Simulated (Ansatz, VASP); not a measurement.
# One calculation of CdO, two programs

The input INCAR:

```
SYSTEM = CdO
PREC = Accurate
ENCUT = 600
EDIFF = 1E-6
ISMEAR = 0
SIGMA = 0.05
LREAL = .FALSE.
LASPH = .TRUE.
NELM = 120
ALGO = Normal
ISIF = 2
LWAVE = .FALSE.
LCHARG = .FALSE.
GGA = B5
ALDAX = 1.0
AGGAX = 1.0
AGGAC = 1.0
ALDAC = 0.0
NBANDS = 16
GGA_COMPAT = .FALSE.
```

The input KPOINTS:

```
regular mesh
0
G
  8 8 8
  0 0 0
```

POSCAR

```
CdO
1.0
    0.0000000000      2.4482127489      2.4482127489
    2.4482127489      0.0000000000      2.4482127489
    2.4482127489      2.4482127489      0.0000000000
Cd O
1 1
Direct
    0.0000000000      0.0000000000      0.0000000000
    0.5000000000      0.5000000000      0.5000000000
```

Input for Ansatz:

```yaml
crystal:
  lattice:
    - [0.0, 2.4482127489, 2.4482127489]
    - [2.4482127489, 0.0, 2.4482127489]
    - [2.4482127489, 2.4482127489, 0.0]
  atoms:
    - { symbol: Cd, position: [0.0, 0.0, 0.0] }
    - { symbol: O, position: [0.5, 0.5, 0.5] }
basis:
  ecutwfc: 420
  ecutrho_ratio: 4
kpoints:
  mp_grid: { grid: [8, 8, 8] }
hamiltonian:
  xc: blyp
scf:
  occupations: { method: gaussian, width: 0.05 }
output:
  forces: true
  stress: true
  eigenvalues: true
```

Alike in both runs: task single point; functional BLYP; k mesh 8 × 8 × 8; occupations gaussian, width 0.05 eV; no spin polarisation.

|  | VASP | Ansatz |
| --- | --- | --- |
| version | VASP 6.6.1 | Ansatz 0.2.0 |
| potentials or method | VASP PAW PBE potentials, release 64 (Cd, O), cutoff 600 eV | scalar-relativistic, plane waves, PAW |
| valence electrons in the cell | 18 | 26 |

Ansatz gave:

| Quantity | Value |
| --- | --- |
| gap on the k mesh at the Fermi level (eV) | none |
| pressure (GPa) | -4.1 |

**Question.** Estimate VASP's values.

**Answer.** gap on the k mesh at the Fermi level (eV): none; pressure (GPa): -3.3.

VASP's potentials were made for PBE, not for BLYP. A gap of «none» marks a metal or a gap that the smearing closes. With one functional, cell and mesh, what is left measures potentials, basis and numerics. VASP's potentials hold 18 valence electrons a cell and Ansatz's 26, so a difference there can come from the potentials and not from the codes.
